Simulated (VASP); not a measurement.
# SnTe (Pm-3m) in VASP: a series of runs, part 2 of 2

VASP 6.6.1. Earlier steps stand in the parts before.

## (3) Single point, RPBE

This run uses another cell than the first one, of 30.06 Å³/atom, 1.010 times its volume.

Input file INCAR:

```
PREC = Accurate
ENCUT = 520
EDIFF = 1E-7
ISMEAR = -1
SIGMA = 0.05
LREAL = F
LASPH = T
NELM = 60
ALGO = Normal
ISIF = 2
LWAVE = F
LCHARG = F
GGA = RP
NBANDS = 17
```

Input file KPOINTS:

```
Automatic mesh
0
Gamma
  7 7 7
```

Input file POSCAR:

```
SnTe
1.0
    3.9175801552      0.0000000000      0.0000000000
    0.0000000000      3.9175801552      0.0000000000
    0.0000000000      0.0000000000      3.9175801552
Te Sn
1 1
Direct
    0.5000000000      0.5000000000      0.5000000000
    0.0000000000      0.0000000000      0.0000000000
```

Potentials or basis: VASP PAW PBE potentials, release 64 (Te, Sn_d).

On the command line:

```
cat potpaw_PBE.64/Te/POTCAR potpaw_PBE.64/Sn_d/POTCAR > POTCAR
mpirun -np 1 vasp_std > vasp.out
```

OUTCAR:

```text
PREC = Accurate
   ENCUT = 520
   EDIFF = 1E-7
   ISMEAR = -1
   LREAL = F
   LASPH = T
   NELM = 60
   ISIF = 2
   GGA = RP

 ion  position               nearest neighbor table
   1  0.500  0.500  0.500-   2 3.39   2 3.39   2 3.39   2 3.39   2 3.39   2 3.39   2 3.39   2 3.39

   2  0.000  0.000  0.000-   1 3.39   1 3.39   1 3.39   1 3.39   1 3.39   1 3.39   1 3.39   1 3.39

  LATTYP: Found a simple cubic cell.
 ALAT       =     3.9175801552

  Lattice vectors:

 A1 = (   3.9175801552,   0.0000000000,   0.0000000000)
 A2 = (   0.0000000000,   3.9175801552,   0.0000000000)
 A3 = (   0.0000000000,   0.0000000000,   3.9175801552)

Analysis of symmetry for initial positions (statically):
=====================================================================
 Subroutine PRICEL returns:
 Original cell was already a primitive cell.

 Routine SETGRP: Setting up the symmetry group for a
 simple cubic supercell.

 Subroutine GETGRP returns: Found 48 space group operations
 (whereof 48 operations were pure point group operations)
 out of a pool of 48 trial point group operations.

The static configuration has the point symmetry O_h .

Analysis of symmetry for dynamics (positions and initial velocities):
=====================================================================
 Subroutine PRICEL returns:
 Original cell was already a primitive cell.

 Routine SETGRP: Setting up the symmetry group for a
 simple cubic supercell.

 Subroutine GETGRP returns: Found 48 space group operations
 (whereof 48 operations were pure point group operations)
 out of a pool of 48 trial point group operations.

The dynamic configuration has the point symmetry O_h .

[... 104 lines left out ...]
   NELECT =      20.0000    total number of electrons
   NUPDOWN=      -1.0000    fix difference up-down
   EMIN   =  10.00;   EMAX   =-10.00  energy-range for DOS
   EFERMI =   0.00;   METHOD = LEGACY
   ISMEAR =    -1;   SIGMA  =   0.05  broadening in eV -4-tet -1-fermi 0-gaus
   EFERMI_NEDOS =   21; number of points for ismear=-14 and -15
   IALGO  =     38    algorithm
   IMIX   =      4    mixing-type and parameters
     AMIX     =   0.40;   BMIX     =  1.00
     AMIX_MAG =   1.60;   BMIX_MAG =  1.00
  volume/ion in A,a.u.               =      30.06       202.87
  Fermi-wavevector in a.u.,A,eV,Ry     =   1.134315  2.143544 17.506210  1.286670
  Thomas-Fermi vector in A             =   2.271019
   LORBIT       =      0    0 simple, 1 ext, 2 COOP (PROOUT), +10 PAW based schemes
   GGA     = RP    functional components
   LHFCALC =     F    Hartree Fock is set to
   AEXX    =    0.0000 exact exchange contribution
   IVDW    =     0    specifies the selected vdW correction
   LEPSILON=     F    determine dielectric tensor
   LRPA    =     F    only Hartree local field effects (RPA)
 non-spin polarized calculation
  energy-cutoff  :      520.00
  volume of cell :       60.12
 maximum number of plane-waves:      1647
 NGX is ok and might be reduce to    30
   NGX = 15   NGY = 15   NGZ = 15

 number of electron      19.9999985 magnetization

 Free energy of the ion-electron system (eV)
  ---------------------------------------------------
  ext. energy  EPLUGINS =         0.00000000
  ---------------------------------------------------
  free energy    TOTEN  =        -6.34766801 eV

  energy without entropy =       -6.32735539  energy(sigma->0) =       -6.33751170

 E-fermi :   6.9991     XC(G=0):  -9.7585

 val. band max:        6.9759936729   @ k =   0.4286   0.2857   0.0000
 cond. band min:       7.0272581861   @ k =   0.4286   0.4286   0.4286
 fundamental gap:      0.0512645132
 Fermi energy:         6.9991002830

 k-point     1 :       0.0000    0.0000    0.0000
  band No.  band energies     occupation
      1     -14.6578      2.00000
      2     -14.6578      2.00000
      3     -14.6211      2.00000
      4     -14.6211      2.00000
      5     -14.6211      2.00000
      6      -5.2202      2.00000
[... 377 lines left out ...]
      4     -14.6117      2.00000
      5     -14.6117      2.00000
      6      -2.8915      2.00000
[... 9 lines left out ...]
     16      19.7201      0.00000
     17      21.5438      0.00000

------------------------ aborting loop because EDIFF is reached ----------------------------------------

  FORCE on cell =-STRESS in cart. coord.  units (eV):
  Direction    XX          YY          ZZ          XY          YZ          ZX
  --------------------------------------------------------------------------------------
  -------------------------------------------------------------------------------------
  Total       -0.0167427     -0.0167427     -0.0167427     -0.0000000     -0.0000000      0.0000000
  in kB       -0.4461514     -0.4461514     -0.4461514     -0.0000000     -0.0000000      0.0000000
  external PRESSURE =      -0.4461514 kB  Pullay stress =       0.0000000 kB

 VOLUME and BASIS-vectors are now :
 -----------------------------------------------------------------------------
  energy-cutoff  :      520.00
  volume of cell :       60.12
      direct lattice vectors                 reciprocal lattice vectors
     3.917580155  0.000000000  0.000000000     0.255259614  0.000000000  0.000000000
     0.000000000  3.917580155  0.000000000     0.000000000  0.255259614  0.000000000
     0.000000000  0.000000000  3.917580155     0.000000000  0.000000000  0.255259614

 POSITION                                       TOTAL-FORCE (eV/Angst)
 -----------------------------------------------------------------------------------
      1.95879      1.95879      1.95879         0.000000      0.000000      0.000000
      0.00000      0.00000      0.00000         0.000000      0.000000      0.000000
 -----------------------------------------------------------------------------------
    total drift:                                0.000000     -0.000000     -0.000000

  FREE ENERGIE OF THE ION-ELECTRON SYSTEM (eV)
  ---------------------------------------------------
  free  energy   TOTEN  =        -6.3476680085 eV

  energy  without entropy=       -6.3273553873  energy(sigma->0) =       -6.33751170
```

OSZICAR:

```text
N       E                     dE             d eps       ncg     rms          rms(c)
DAV:   1     0.124988403396E+03    0.12499E+03   -0.95598E+03   690   0.137E+03
DAV:   2     0.388751910952E+01   -0.12110E+03   -0.11834E+03   704   0.333E+02
DAV:   3    -0.616556941334E+01   -0.10053E+02   -0.99660E+01   859   0.840E+01
DAV:   4    -0.643347553417E+01   -0.26791E+00   -0.26765E+00   862   0.140E+01
DAV:   5    -0.644305778693E+01   -0.95823E-02   -0.95815E-02   991   0.263E+00    0.440E+00
DAV:   6    -0.634634227342E+01    0.96716E-01   -0.26368E-01   895   0.314E+00    0.279E+00
DAV:   7    -0.634742619052E+01   -0.10839E-02   -0.20660E-02   769   0.807E-01    0.135E+00
DAV:   8    -0.634758602347E+01   -0.15983E-03   -0.33590E-03   807   0.390E-01    0.197E-01
DAV:   9    -0.634763249641E+01   -0.46473E-04   -0.25345E-04  1000   0.974E-02    0.109E-01
DAV:  10    -0.634766950036E+01   -0.37004E-04   -0.73977E-05   736   0.562E-02    0.268E-02
DAV:  11    -0.634766819010E+01    0.13103E-05   -0.35978E-06   880   0.117E-02    0.985E-03
DAV:  12    -0.634766801882E+01    0.17129E-06   -0.41631E-07   803   0.458E-03    0.460E-03
DAV:  13    -0.634766800847E+01    0.10352E-07   -0.11753E-08   415   0.969E-04
   1 F= -.63476680E+01 E0= -.63375117E+01  d E =-.203126E-01
```

It took 8.8 s on 1 thread of Intel Xeon 6975P-C (Granite Rapids), shared host; peak memory 0.17 GiB.

Results:

```
Free energy            : -6.3477 eV
Pressure               : 0.0 GPa
Band gap on the k mesh : zero (band 10 reaches 7.21 eV, above the bottom of band 11 at 6.20 eV)
```

Levels at points of the mesh, in eV from the Fermi level:
| k point | band 6 | band 7 | band 8 | band 9 | band 10 | band 11 | band 12 | band 13 | band 14 | band 15 |
| --- | --- | --- | --- | --- | --- | --- | --- | --- | --- | --- |
| (0.00, 0.00, 0.00) | -12.22 | -5.26 | -1.69 | -1.69 | -1.69 | 3.63 | 3.63 | 5.35 | 5.35 | 5.35 |

Caveat: the PAW data sets were made with another functional, which shifts forces and pressure a little; spin-orbit coupling is left out, which moves the levels of the heavy elements.

## (4) Single point, revPBE

Input file INCAR:

```
PREC = Accurate
ENCUT = 520
EDIFF = 1E-6
ISMEAR = -1
SIGMA = 0.05
LREAL = F
LASPH = T
NELM = 80
ALGO = Normal
ISIF = 2
LWAVE = F
LCHARG = F
GGA = RE
NBANDS = 17
```

KPOINTS is that of step 3.

Input file POSCAR:

```
SnTe
1.0
    3.9047000000      0.0000000000      0.0000000000
    0.0000000000      3.9047000000      0.0000000000
    0.0000000000      0.0000000000      3.9047000000
Te Sn
1 1
Direct
    0.5000000000      0.5000000000      0.5000000000
    0.0000000000      0.0000000000      0.0000000000
```

On the command line:

```
cat potpaw_PBE.64/Te/POTCAR potpaw_PBE.64/Sn_d/POTCAR > POTCAR
mpirun -np 1 vasp_std > vasp.out
```

Run time: 8.3 s. Hardware: 1 thread of Intel Xeon 6975P-C (Granite Rapids), shared host; peak memory 0.17 GiB.

The run converged. Its results:

- Free energy: -6.4497 eV
- Pressure: -0.1 GPa
- Band gap on the k mesh: zero (band 10 reaches 7.30 eV, above the bottom of band 11 at 6.26 eV)

Levels at points of the mesh, in eV from the Fermi level:
| k point | band 8 | band 9 | band 10 | band 11 | band 12 | band 13 |
| --- | --- | --- | --- | --- | --- | --- |
| (0.00, 0.00, 0.00) | -1.70 | -1.70 | -1.70 | 3.61 | 3.61 | 5.42 |

Caveat: the PAW data sets were made with another functional, which shifts forces and pressure a little; spin-orbit coupling is left out, which moves the levels of the heavy elements.

## (5) Relaxation of cell and atoms, RPBE

Input file INCAR:

```
SYSTEM = SnTe
ALGO = Normal
EDIFF = 1E-6
EDIFFG = -0.01
ENCUT = 600
GGA = RP
IBRION = 2
ISIF = 3
ISMEAR = -1
LASPH = .TRUE.
LCHARG = .FALSE.
LREAL = .FALSE.
LWAVE = .FALSE.
NELM = 80
NSW = 60
PREC = Accurate
SIGMA = 0.05
```

Input file KPOINTS:

```
k-points
0
G
  7 7 7
  0 0 0
```

POSCAR is that of step 4.

On the command line:

```
cat potpaw_PBE.64/Te/POTCAR potpaw_PBE.64/Sn_d/POTCAR > POTCAR
mpirun -np 1 vasp_std > vasp.out
```

It took 12 s on 1 thread of Intel Xeon 6975P-C (Granite Rapids), shared host; peak memory 0.19 GiB.

Results (log left out):

```
Free energy                            : -6.3475 eV
Relaxed volume                         : 29.99 Å³/atom
Relaxed cell                           : a = 3.914 Å, b = 3.914 Å, c = 3.914 Å, α = 90.00°, β = 90.00°, γ = 90.00°
Space group after relaxing (to 0.05 Å) : Pm-3m (No. 221)
Energy gained by relaxing              : 0.2 meV/atom
Ionic steps                            : 2
Pressure after relaxing                : 0.0 GPa
Band gap on the k mesh                 : zero (band 10 reaches 7.24 eV, above the bottom of band 11 at 6.23 eV)
```

Step by step:
```csv
step,energy change (eV),largest force (eV/Å),pressure (GPa),volume (Å³)
1,0.0000,0.0000,0.27,59.53
2,-0.0004,0.0000,0.05,59.97
```

Final structure:
```
Te Sn
1.0
     3.91428    0.00000    0.00000
     0.00000    3.91428    0.00000
     0.00000    0.00000    3.91428
Te Sn
1 1
Direct
  0.50000 0.50000 0.50000
  0.00000 0.00000 0.00000
```

Levels at points of the mesh, in eV from the Fermi level:
```csv
k point,band 8,band 9,band 10,band 11,band 12,band 13
"(0.00, 0.00, 0.00)",-1.69,-1.69,-1.69,3.62,3.62,5.37
```

Caveat: the PAW data sets were made with another functional, which shifts forces and pressure a little; spin-orbit coupling is left out, which moves the levels of the heavy elements.

## (6) Single point, PBEsol, non-collinear spin, zero start, spin-orbit coupling

Input file INCAR:

```
SYSTEM = SnTe
PREC = Accurate ; ENCUT = 520
EDIFF = 1E-6 ; ISMEAR = -1
SIGMA = 0.05 ; LREAL = .FALSE.
LASPH = .TRUE. ; NELM = 150
ALGO = Normal ; ISIF = 2
LWAVE = .FALSE. ; LCHARG = .FALSE.
MAGMOM = 0 0 0 0 0 0 ; LORBIT = 11
LSORBIT = .TRUE. ; GGA_COMPAT = .FALSE.
LORBMOM = .TRUE. ; GGA = PS
NBANDS = 32
```

Input file KPOINTS:

```
regular mesh
0
G
  5 5 5
  0 0 0
```

POSCAR is that of step 5.

Potentials or basis: VASP PAW PBE potentials, release 64 (Te, Sn_d).

On the command line:

```
cat potpaw_PBE.64/Te/POTCAR potpaw_PBE.64/Sn_d/POTCAR > POTCAR
mpirun -np 1 vasp_ncl > vasp.out
```

It took 27 s on 1 thread of Intel Xeon 6975P-C (Granite Rapids), shared host; peak memory 0.28 GiB.

Results (log left out):

| Property | Result |
| --- | --- |
| Free energy | -8.0605 eV |
| Pressure | -3.1 GPa |
| Net moment | 0.00 μB per cell |
| Valence electrons inside the program's atomic spheres | Te 3.32; Sn 12.01 |

Moments on the atoms (μB; x, y, z):
```
Te  0.00 0.00 0.00
Sn  0.00 0.00 0.00
```

Caveat: the PAW data sets were made with another functional, which shifts forces and pressure a little.

## (7) Overview

```csv
task,level,spin,cell,k mesh,cutoff (eV),gap on the mesh (eV),pressure (GPa)
single point,RPBE,off,"a = 3.905 Å, 2 atoms",7 × 7 × 7,520,none,0.3
single point,RPBE,off,"a = 3.918 Å, 2 atoms",7 × 7 × 7,520,none,0.0
single point,revPBE,off,"a = 3.905 Å, 2 atoms",7 × 7 × 7,520,none,-0.1
relaxation of cell and atoms,RPBE,off,"relaxed from a = 3.905 Å, 2 atoms",7 × 7 × 7,600,none,0.0
single point,PBEsol,"non-collinear, zero start, SOC","a = 3.905 Å, 2 atoms",5 × 5 × 5,520,-,-3.1
```

Alike in all rows: potentials or basis VASP PAW PBE potentials, release 64 (Te, Sn_d); smearing fermi-dirac 0.05 eV.

The pressure there spans -3.1 GPa (PBEsol) to 0.3 GPa (RPBE); a positive pressure means that this level wants a larger cell, a negative one a smaller.

Caveats: the PAW data sets were made with another functional, which shifts forces and pressure a little; spin-orbit coupling is left out, which moves the levels of the heavy elements (some runs).

Absolute energies hang on the potentials; compare differences alone.
